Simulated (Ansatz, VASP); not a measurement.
**GaP in VASP and in Ansatz**

The input POSCAR:

```
GaP
1.0
    0.0000000000      2.7253992887      2.7253992887
    2.7253992887      0.0000000000      2.7253992887
    2.7253992887      2.7253992887      0.0000000000
Ga P
1 1
Direct
    0.0000000000      0.0000000000      0.0000000000
    0.2500000000      0.2500000000      0.2500000000
```

INCAR.step1

```
PREC = Accurate
ENCUT = 400
EDIFF = 1E-5
ISMEAR = 0
SIGMA = 0.01
LREAL = False
LASPH = True
NELM = 120
ALGO = Normal
ISIF = 2
LWAVE = True
NBANDS = 16
GGA = PE
GGA_COMPAT = False
```

Contents of INCAR.step2:

```
PREC = Accurate
ENCUT = 400
EDIFF = 1E-6
ISMEAR = 0
SIGMA = 0.01
LREAL = False
LASPH = True
NELM = 120
ALGO = Normal
ISIF = 2
LWAVE = False
LCHARG = True
GGA = PE
LHFCALC = True
HFSCREEN = 0.2079
PRECFOCK = Normal
LELF = True
LVHAR = True
NBANDS = 16
ISTART = 1
GGA_COMPAT = False
```

File KPOINTS:

```
regular mesh
0
Gamma
  6 6 6
```

Input for Ansatz:

```yaml
crystal:
  lattice:
    - [0.0, 2.7253992887, 2.7253992887]
    - [2.7253992887, 0.0, 2.7253992887]
    - [2.7253992887, 2.7253992887, 0.0]
  atoms:
    - { symbol: Ga, position: [0.0, 0.0, 0.0] }
    - { symbol: P, position: [0.25, 0.25, 0.25] }
kpoints:
  mp_grid: { grid: [6, 6, 6] }
  band_path:
    path:
      - [0.0, 0.0, 0.0]
      - [-0.5, -0.5, 0.0]
      - [-0.375, -0.375, 0.25]
      - [-0.375, 0.0, 0.375]
      - [0.0, 0.0, 0.5]
      - [-0.5, -0.25, 0.25]
      - [-0.45, -0.45, 0.0]
    npoints: 1
hamiltonian:
  xc: hse06
scf:
  occupations: { method: fixed }
  n_extra_bands: 4
output:
  forces: true
  stress: true
  eigenvalues: true
```

Alike in both runs: task single point; functional HSE06; k mesh 6 × 6 × 6; no spin polarisation.

|  | VASP | Ansatz |
| --- | --- | --- |
| version | VASP 6.6.1 | Ansatz 0.2.0 |
| potentials or method | VASP PAW PBE potentials, release 64 (Ga_d, P) | plane waves, PAW |
| plane-wave cutoff (eV) | 400 | 420 |
| occupations | gaussian, width 0.01 eV | fixed |
| valence electrons in the cell | 18 | 18 |

```csv
,VASP,Ansatz,Ansatz less VASP
gap on the k mesh at the Fermi level (eV),2.29,2.29,-0.003
```

Ansatz's warnings: stress exchange threshold loose, stress scf threshold loose.
